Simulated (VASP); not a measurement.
# NiO (Fm-3m) in VASP: a series of runs, part 2 of 2

VASP 6.6.1. Earlier steps stand in the parts before.

## 6. Single point, PBEsol+U, collinear spin, ferromagnetic start

File INCAR:

```
ALGO = Normal ; EDIFF = 1E-6
ENCUT = 600 ; GGA = PS
GGA_COMPAT = F ; ISIF = 2
ISMEAR = 0 ; ISPIN = 2
LASPH = T ; LCHARG = F
LDAU = T ; LDAUJ = 0 0
LDAUL = 2 -1 ; LDAUPRINT = 1
LDAUTYPE = 2 ; LDAUU = 7.5 0
LMAXMIX = 4 ; LORBIT = 11
LREAL = F ; LWAVE = F
MAGMOM = 1.91 1.91 0.21 0.21 ; NBANDS = 28
NELM = 200 ; NUPDOWN = 4.0
PREC = Accurate ; SIGMA = 0.05
```

File KPOINTS:

```
k-points
0
Gamma
  9 9 9
```

File POSCAR:

```
NiO
1.0
    0.0000000000      2.0913095100      2.0913095100
    2.0913095100      0.0000000000      2.0913095100
    4.1826190200      4.1826190200      0.0000000000
Ni O
2 2
Direct
    0.0000000000      0.0000000000      0.0000000000
    0.0000000000      0.0000000000      0.5000000000
    0.5000000000      0.5000000000      0.2500000000
    0.5000000000      0.5000000000      0.7500000000
```

Potentials or basis: VASP PAW PBE potentials, release 64 (Ni, O).

The run is started by

```
cat potpaw_PBE.64/Ni/POTCAR potpaw_PBE.64/O/POTCAR > POTCAR
mpirun -np 1 vasp_std > vasp.out
```

OUTCAR:

```text
EDIFF = 1E-6
   ENCUT = 600
   GGA = PS
   ISIF = 2
   ISMEAR = 0
   ISPIN = 2
   LASPH = T
   LORBIT = 11
   LREAL = F
   NELM = 200
   NUPDOWN = 4.0
   PREC = Accurate

 ion  position               nearest neighbor table
   1  0.000  0.000  0.000-   4 2.09   3 2.09   4 2.09   3 2.09   4 2.09   3 2.09   2 2.96   2 2.96
                             2 2.96   2 2.96   2 2.96   2 2.96
   2  0.000  0.000  0.500-   3 2.09   3 2.09   4 2.09   3 2.09   4 2.09   4 2.09   1 2.96   1 2.96
                             1 2.96   1 2.96   1 2.96   1 2.96
   3  0.500  0.500  0.250-   1 2.09   1 2.09   2 2.09   1 2.09   2 2.09   2 2.09
   4  0.500  0.500  0.750-   2 2.09   1 2.09   2 2.09   1 2.09   2 2.09   1 2.09

  LATTYP: Found a trigonal (rhomboedric) cell.
 ALAT       =     5.1226411937
 COS(alpha) =     0.8333333333

  Lattice vectors:

 A1 = (   4.1826190200,   2.0913095100,  -2.0913095100)
 A2 = (   2.0913095100,   2.0913095100,  -4.1826190200)
 A3 = (   2.0913095100,   4.1826190200,  -2.0913095100)

Analysis of symmetry for initial positions (statically):
=====================================================================
 Subroutine PRICEL returns following result:

  LATTYP: Found a face centered cubic cell.
 ALAT       =     4.1826190200
[... 12 lines left out ...]
 Subroutine GETGRP returns: Found 12 space group operations
 (whereof 12 operations were pure point group operations)
 out of a pool of 12 trial point group operations.

The static configuration has the point symmetry D_3d.

Analysis of symmetry for dynamics (positions and initial velocities):
=====================================================================
 Subroutine PRICEL returns following result:

  LATTYP: Found a face centered cubic cell.
 ALAT       =     4.1826190200
[... 247 lines left out ...]

 number of electron      32.0000011 magnetization       3.9999999

 Free energy of the ion-electron system (eV)
  ---------------------------------------------------
  ext. energy  EPLUGINS =         0.00000000
  ---------------------------------------------------
  free energy    TOTEN  =       -21.64159365 eV

  energy without entropy =      -21.64159365  energy(sigma->0) =      -21.64159365

 E-fermi :   5.8224     XC(G=0): -12.8817

 val. band max:        6.3832627406   @ k =   0.0000   0.0000   0.0000
 cond. band min:       9.2253661707   @ k =   0.0000   0.0000   0.0000
 fundamental gap:      2.8421034300
 Fermi energy:         6.5818593764

 spin component 1

 k-point     1 :       0.0000    0.0000    0.0000
  band No.  band energies     occupation
      1     -12.1759      1.00000
      2     -10.6977      1.00000
      3      -1.4091      1.00000
      4      -1.4010      1.00000
      5      -1.4010      1.00000
      6      -0.3287      1.00000
[... 1481 lines left out ...]
     27      24.4963      0.00000
     28      27.8627      0.00000

 [... further k-points ...]

------------------------ aborting loop because EDIFF is reached ----------------------------------------

  FORCE on cell =-STRESS in cart. coord.  units (eV):
  Direction    XX          YY          ZZ          XY          YZ          ZX
  --------------------------------------------------------------------------------------
  -------------------------------------------------------------------------------------
  Total       -2.3264693     -2.3264693     -2.3264693     -0.0003871      0.0003871      0.0003871
  in kB     -101.8809481   -101.8809481   -101.8809481     -0.0169497      0.0169497      0.0169497
  external PRESSURE =    -101.8809481 kB  Pullay stress =       0.0000000 kB

 VOLUME and BASIS-vectors are now :
 -----------------------------------------------------------------------------
  energy-cutoff  :      600.00
  volume of cell :       36.59
      direct lattice vectors                 reciprocal lattice vectors
     0.000000000  2.091309510  2.091309510    -0.239084649  0.239084649  0.239084649
     2.091309510  0.000000000  2.091309510     0.239084649 -0.239084649  0.239084649
     4.182619020  4.182619020  0.000000000     0.119542324  0.119542324 -0.119542324

 POSITION                                       TOTAL-FORCE (eV/Angst)
 -----------------------------------------------------------------------------------
      0.00000      0.00000      0.00000        -0.000000     -0.000000     -0.000000
      2.09131      2.09131      0.00000        -0.000000     -0.000000      0.000000
      2.09131      2.09131      2.09131         0.000000      0.000000      0.000000
      4.18262      4.18262      2.09131        -0.000000     -0.000000     -0.000000
 -----------------------------------------------------------------------------------
    total drift:                                0.000000     -0.000000     -0.000000

  FREE ENERGIE OF THE ION-ELECTRON SYSTEM (eV)
  ---------------------------------------------------
  free  energy   TOTEN  =       -21.6415936485 eV

  energy  without entropy=      -21.6415936485  energy(sigma->0) =      -21.64159365

 total charge

# of ion       s       p       d       tot
------------------------------------------
    1        0.348   0.431   8.243   9.022
    2        0.348   0.431   8.243   9.022
    3        1.537   3.463   0.000   5.000
    4        1.537   3.463   0.000   5.000
--------------------------------------------------
tot          3.770   7.788  16.487  28.044

 magnetization (x)

# of ion       s       p       d       tot
------------------------------------------
    1        0.011   0.013   1.833   1.857
    2        0.011   0.013   1.833   1.857
    3        0.015   0.132   0.000   0.147
    4        0.015   0.132   0.000   0.147
--------------------------------------------------
tot          0.052   0.291   3.667   4.010
```

stdout:

```text
POSCAR found type information on POSCAR NiO
 POSCAR found :  2 types and       4 ions
 scaLAPACK will be used
 -----------------------------------------------------------------------------
|                                                                             |
|                                                                             |
|     You enforced a specific xc type in the INCAR file but a different       |
|     I HOPE YOU KNOW WHAT YOU ARE DOING!                                     |
|                                                                             |
 -----------------------------------------------------------------------------

 LDA part: xc-table for (Slater+PW92), standard interpolation
 POSCAR, INCAR and KPOINTS ok, starting setup
 FFT: planning ... GRIDC
 FFT: planning ... GRID_SOFT
 FFT: planning ... GRID
 WAVECAR not read
 entering main loop
```

Wall time 6 min (1 thread of Oxide Virtual Turin-like, shared host); peak memory 0.26 GiB.

Results:

* Free energy: -21.6416 eV
* Pressure: -10.2 GPa
* Net moment: 4.00 μB per cell
* Site moments: Ni +1.86; O +0.15 μB
* Valence electrons inside the program's atomic spheres: Ni 9.02; O 5.00

Eigenvalues of the final occupation matrices:
```csv
site,spin,trace,eigenvalues
site 1 d,1,5.06,0.99 0.99 0.99 1.05 1.05
site 1 d,2,3.22,0.13 0.13 0.99 0.99 0.99
site 2 d,1,5.06,0.99 0.99 0.99 1.05 1.05
site 2 d,2,3.22,0.13 0.13 0.99 0.99 0.99
```

Caveat: the cell stands under tension; the PAW data sets were made with another functional, which shifts forces and pressure a little; the total moment is fixed, so each spin has its own Fermi level and the state may be an excited one.

## 7. Summary

| spin | fixed moment (μB) | gap on the mesh (eV) | pressure (GPa) | moment (μB) |
| --- | --- | --- | --- | --- |
| collinear, antiferromagnetic start | - | 3.44 | -11.7 | 0.00 |
| collinear, ferromagnetic start | 2.0 | - | -16.6 | 2.00 |
| collinear, zero start | 0.0 | - | -25.2 | 0.00 |
| collinear, ferromagnetic start | - | 2.84 | -10.2 | 4.00 |
| collinear, ferromagnetic start | 4.0 | - | -10.2 | 4.00 |

Alike in all rows: task single point; level PBEsol+U; potentials or basis VASP PAW PBE potentials, release 64 (Ni, O); Ni d U = 7.5 eV; cell as given; k mesh 9 × 9 × 9; cutoff (eV) 600; smearing gaussian 0.05 eV.

Caveats: the cell stands under tension; the PAW data sets were made with another functional, which shifts forces and pressure a little; an odd mesh through Γ misses points on the zone boundary, where band edges can lie (at least some runs); the total moment is fixed, so each spin has its own Fermi level and the state may be an excited one (at least some runs); the total moment is fixed, so each spin has its own Fermi level (at least some runs).

Absolute energies hang on the potentials; compare differences alone.
